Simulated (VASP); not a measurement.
Input of a VASP 6.6.1 run:

Contents of INCAR:

```
ALGO = Normal ; EDIFF = 1E-7
ENCUT = 520 ; ISIF = 2
ISMEAR = -1 ; LASPH = T
LCHARG = F ; LREAL = F
LWAVE = F ; NBANDS = 10
NELM = 60 ; PREC = Accurate
SIGMA = 0.05
```

Contents of KPOINTS:

```
k-points
0
Gamma
  16 16 9
```

File POSCAR:

```
B
1.0
    2.1003865828      0.0000000000      0.0000000000
   -1.0501932914      1.8189881384      0.0000000000
    0.0000000000      0.0000000000      3.4026262641
B
2
Direct
    0.3133333333      0.6566666667      0.2350000000
    0.6866666667      0.3433333333      0.7650000000
```

Potentials or basis: VASP PAW LDA potentials, release 64 (B).

Command:

```sh
$ cat potpaw_LDA.64/B/POTCAR > POTCAR
$ mpirun -np 1 vasp_std > vasp.out
```

Q: What does it give for the pressure?

A: -23.8 GPa.

Q: Predict the band gap on the k mesh.

A: Zero (bands 3 and 4 overlap by 8.49 eV).

Q: Predict the largest force.

A: 0.051 eV/Å.

Forces on the atoms (eV/Å):
```
B   -0.041 -0.024  0.018
B    0.041  0.024 -0.018
```

Caveat: the cell differs from its parent crystal (shortest bond scaled by 0.94); the cell stands under tension.
